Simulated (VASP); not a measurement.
CsCl:

```
CELL_PARAMETERS angstrom
4.14068 0.00000 0.00000
0.00000 4.14068 0.00000
0.00000 0.00000 4.14068
ATOMIC_POSITIONS crystal
Cs 0.00000 0.00000 0.00000
Cl 0.50000 0.50000 0.50000
```

Base run:

* Program: VASP 6.6.1
* Functional: PBE
* Potentials or basis: VASP PAW PBE potentials, release 64 (Cs_sv, Cl)
* Cutoff: 500 eV
* k mesh: 6 × 6 × 6
* Occupations: gaussian, width 0.01 eV
* Spin: no spin polarisation

Its results: band gap on the k mesh 5.20 eV, direct; pressure 0.8 GPa.

Question: The run is repeated on the same cell with these changes: functional from PBE to r2SCAN; cutoff from 500 eV to 550 eV. What comes out?

Answer: Band gap on the k mesh 5.91 eV, direct; pressure 0.0 GPa.

r2SCAN gives the wider gap, since meta-GGAs in the generalised Kohn-Sham scheme recover part of the derivative discontinuity.

Caveats: spin-orbit coupling is left out, which moves the levels of the heavy elements; the PAW data sets were made with another functional, which shifts forces and pressure a little (some runs).

A k mesh can miss the band edges.
